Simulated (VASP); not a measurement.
Input of a VASP 6.6.1 run:

File INCAR:

```
SYSTEM = SnO2
ALGO = Normal
EDIFF = 1E-7
ENCUT = 520
GGA = CA
ISIF = 2
ISMEAR = 0
LASPH = .TRUE.
LCHARG = .FALSE.
LREAL = .FALSE.
LWAVE = .FALSE.
NBANDS = 20
NELM = 100
PREC = Accurate
SIGMA = 0.05
```

File KPOINTS:

```
k-points
0
G
  12 12 12
  0 0 0
```

The input POSCAR:

```
SnO2
1.0
    1.6039156916      0.8982405216      4.0813809037
   -1.6039156916      0.8982405216      4.0813809037
    0.0000000000     -1.7964810432      4.0813809037
Sn O
1 2
Direct
    0.5000000000      0.5000000000      0.5000000000
    0.2451905456      0.2451905456      0.2451905456
    0.7548094544      0.7548094544      0.7548094544
```

Potentials or basis: VASP PAW LDA potentials, release 64 (Sn_d, O).

Command:

```sh
$ cat potpaw_LDA.64/Sn_d/POTCAR potpaw_LDA.64/O/POTCAR > POTCAR
$ mpirun -np 1 vasp_std > vasp.out
```

**Question.** What does it give for the largest force?

**Answer.** 0.426 eV/Å.

**Question.** Predict the band gap on the k mesh.

**Answer.** 1.91 eV (least direct gap 1.94 eV).

**Question.** Predict the pressure.

**Answer.** 8.8 GPa.

Stress tensor (GPa, compression positive):
```
 6.71  0.00  0.00
 0.00 15.01 -0.45
 0.00 -0.45  4.53
```

Caveat: the cell differs from its parent crystal (strain -0.0300 x Voigt [0, 1, 0, 0, 0, 0]); the cell stands under pressure; spin-orbit coupling is left out, which moves the levels of the heavy elements. A k mesh can miss the band edges.
